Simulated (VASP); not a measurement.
Bi: single point with PBEsol

Crystal: Bi.

```xyz
1
Lattice="-4.5882 4.5882 1.4129 4.5882 -4.5882 1.4129 4.5882 4.5882 -1.4129" Properties=species:S:1:pos:R:3 pbc="T T T"
Bi    0.0000    0.0000    0.0000
```

This cell differs from its parent crystal: strained.

```
Program                : VASP 6.6.1
Task                   : single point
Functional             : PBEsol
Potentials or basis    : VASP PAW PBE potentials, release 64 (Bi_d)
Cutoff                 : 520 eV
k mesh                 : 16 × 16 × 16
Occupations            : gaussian, width 0.1 eV
Spin                   : no spin polarisation
Dipole correction      : no
Further INCAR settings : ALGO = Normal; EDIFF = 1e-06; NBANDS = 14
```

- Pressure: 0.1 GPa

Stress tensor (GPa, compression positive):
```
-0.04  0.00  0.00
 0.00 -0.04  0.00
 0.00  0.00  0.27
```

Levels at points of the mesh, in eV from the Fermi level:
```tsv
k point	band 4	band 5	band 6	band 7	band 8	band 9	band 10	band 11	band 12	band 13
(0.00, 0.00, 0.00)	-22.24	-22.24	-11.80	-1.45	-1.45	3.01	4.71	6.75	7.48	7.48
(0.50, 0.00, 0.00)	-22.37	-22.02	-7.90	-3.81	2.01	2.02	6.30	6.40	8.28	8.98
(0.50, 0.50, 0.00)	-22.24	-22.24	-11.80	-1.64	-1.43	3.89	4.92	5.67	6.93	7.49
(0.50, 0.50, 0.50)	-22.24	-22.24	-11.79	-1.61	-1.61	4.18	6.05	6.05	6.16	7.53
```

Run time: 7.1 min on 1 thread of Intel(R) Xeon(R) Platinum 8488C (Sapphire Rapids) (shared host), peak memory 0.72 GiB.

Caveat: the cell differs from its parent crystal (strained); the PAW data sets were made with another functional, which shifts forces and pressure a little; spin-orbit coupling is left out, which moves the levels of the heavy elements.
